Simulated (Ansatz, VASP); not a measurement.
## VAgC4N4: VASP beside Ansatz

The input INCAR:

```
  ALGO = Normal
  EDIFF = 1E-6
  ENCUT = 520
  GGA = PE
  ISIF = 2
  ISMEAR = 0
  ISPIN = 2
  LASPH = T
  LCHARG = F
  LMAXMIX = 4
  LORBIT = 11
  LREAL = F
  LWAVE = F
  MAGMOM = 2 0 0 0 0 0 0 0 0 0
  NBANDS = 45
  NELM = 150
  PREC = Accurate
  SIGMA = 0.1
```

KPOINTS

```
k-points
0
Gamma
  4 4 4
```

Contents of POSCAR:

```
VAgC4N4
1.0
    6.0038654500      0.0000000000      0.0000000000
    0.0000000000      6.0038654500      0.0000000000
    0.0000000000      0.0000000000      6.0038654500
V Ag C N
1 1 4 4
Direct
    0.5000000000      0.5000000000      0.5000000000
    0.0000000000      0.0000000000      0.0000000000
    0.1944417700      0.1944417700      0.1944417700
    0.1944417700      0.8055582300      0.8055582300
    0.8055582300      0.1944417700      0.8055582300
    0.8055582300      0.8055582300      0.1944417700
    0.3069525900      0.3069525900      0.3069525900
    0.3069525900      0.6930474100      0.6930474100
    0.6930474100      0.3069525900      0.6930474100
    0.6930474100      0.6930474100      0.3069525900
```

Input for Ansatz:

```yaml
crystal:
  lattice:
    - [6.00386545, 0.0, 0.0]
    - [0.0, 6.00386545, 0.0]
    - [0.0, 0.0, 6.00386545]
  atoms:
    - { symbol: V, position: [0.5, 0.5, 0.5], spin: 2.0 }
    - { symbol: Ag, position: [0.0, 0.0, 0.0] }
    - { symbol: C, position: [0.19444177, 0.19444177, 0.19444177] }
    - { symbol: C, position: [0.19444177, 0.80555823, 0.80555823] }
    - { symbol: C, position: [0.80555823, 0.19444177, 0.80555823] }
    - { symbol: C, position: [0.80555823, 0.80555823, 0.19444177] }
    - { symbol: "N", position: [0.30695259, 0.30695259, 0.30695259] }
    - { symbol: "N", position: [0.30695259, 0.69304741, 0.69304741] }
    - { symbol: "N", position: [0.69304741, 0.30695259, 0.69304741] }
    - { symbol: "N", position: [0.69304741, 0.69304741, 0.30695259] }
basis:
  ecutwfc: 420
kpoints:
  mp_grid: { grid: [4, 4, 4] }
hamiltonian:
  xc: pbe
scf:
  occupations: { method: gaussian, width: 0.1 }
  lower_state_search: "off"
output:
  forces: true
  stress: true
  eigenvalues: true
  populations: true
magnetization:
  spin_polarized: true
```

Alike in both runs: task single point; functional PBE; k mesh 4 × 4 × 4; occupations gaussian, width 0.1 eV; collinear spin.

|  | VASP | Ansatz |
| --- | --- | --- |
| version | VASP 6.6.1 | Ansatz 0.2.0 |
| potentials or method | VASP PAW PBE potentials, release 64 (V_sv, Ag, C, N), cutoff 520 eV | scalar-relativistic, plane waves, PAW |
| valence electrons in the cell | 60 | 68 |

|  | VASP | Ansatz | Ansatz less VASP |
| --- | --- | --- | --- |
| gap on the k mesh at the Fermi level (eV) | 1.11 | 1.11 | -0.001 |
| least direct gap on the mesh (eV) | 1.26 | 1.26 | -0.001 |
| pressure (GPa) | 1.9 | 1.6 | -0.37 |
| rms of the force components (eV/Å) | 0.894 | 0.775 | -0.1184 |
| net moment per atom (μB) | 0.20 | 0.20 | 0.000 |
| size of the moment on the site where the two differ most (μB) | 1.77 | 1.45 | -0.316 |

Site moments also hang on the region over which each program counts them. Atom by atom the forces differ by 0.192 eV/Å (rms over components). VASP's potentials hold 60 valence electrons a cell and Ansatz's 68, so a difference there can come from the potentials and not from the codes.

Noted on VASP's run: the standard files for N, O and F lose accuracy on very short bonds.
